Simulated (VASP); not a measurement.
The system is MoS2.

```
Mo S
1.0
     3.17477    0.00000    0.00000
    -1.58738    2.74943    0.00000
     0.00000    0.00000    5.80658
Mo S
1 2
Direct
  0.00000 0.00000 0.50000
  0.33333 0.66667 0.22908
  0.66667 0.33333 0.77092
```

* Program: VASP 6.6.1
* Task: relaxation of cell and atoms
* Functional: PBE
* Potentials or basis: VASP PAW PBE potentials, release 64 (Mo_sv, S)
* Cutoff: 600 eV
* k mesh: 18 × 18 × 8
* Occupations: gaussian, width 0.1 eV
* Spin: no spin polarisation

At the start: pressure 4.3 GPa; volume 16.89 Å³/atom.

Q: Where does the relaxation end?

A: Over 36 steps the energy falls by 30.2 meV/atom and the volume is 20.26 Å³/atom (+19.9 %); space group P-3m1 (No. 164, to 0.1 Å) before and after.

The path:
```tsv
step	energy change (eV)	largest force (eV/Å)	pressure (GPa)	volume (Å³)
1	0.0000	0.0224	4.27	50.68
2	0.0097	0.8988	-4.75	54.06
3	-0.0191	0.4335	-0.07	52.16
4	-0.0324	0.2900	-0.05	52.76
5	-0.0424	0.0391	0.08	53.86
6	-0.0532	0.0554	-0.05	54.36
7	-0.0748	0.0932	-0.17	55.82
8	-0.0839	0.0977	0.42	58.55
9	-0.0854	0.0828	0.28	57.77
10	-0.0890	0.0900	-0.47	59.30
11	-0.0890	0.0905	-0.56	59.50
12	-0.0878	0.1749	0.96	59.69
13	-0.0897	0.0074	0.00	59.57
14	-0.0897	0.0055	-0.01	59.57
15	-0.0898	0.0051	0.05	59.57
16	-0.0899	0.0045	0.22	59.57
17	-0.0899	0.0048	0.18	59.57
18	-0.0900	0.0257	-0.01	59.68
19	-0.0900	0.0212	0.01	59.66
20	-0.0900	0.0204	0.00	59.69
21	-0.0901	0.0180	-0.03	59.79
22	-0.0902	0.0130	-0.09	59.99
23	-0.0902	0.0002	0.00	59.99
24	-0.0902	0.0061	0.04	59.99
25	-0.0902	0.0049	0.05	60.01
26	-0.0903	0.0009	0.05	60.08
27	-0.0904	0.0066	0.07	60.20
28	-0.0904	0.0084	0.07	60.24
29	-0.0904	0.0182	-0.01	60.34
30	-0.0904	0.0293	-0.11	60.46
31	-0.0904	0.0255	-0.07	60.42
32	-0.0904	0.0217	-0.06	60.46
33	-0.0905	0.0102	-0.02	60.58
34	-0.0905	0.0127	0.05	60.81
35	-0.0905	0.0045	0.03	60.73
36	-0.0905	0.0013	0.00	60.77
```

Final structure:
```
CELL_PARAMETERS angstrom
3.19530 0.00000 0.00000
-1.59765 2.76721 0.00000
0.00000 0.00000 6.87305
ATOMIC_POSITIONS crystal
Mo 0.00000 0.00000 0.50000
S 0.33333 0.66667 0.26997
S 0.66667 0.33333 0.73003
```

Caveat: the volume moved by over 15 % at a fixed basis, so the end points are rough; this functional lacks dispersion, which binds layers or chains, so the pressure and a relaxed spacing across them are unreliable.
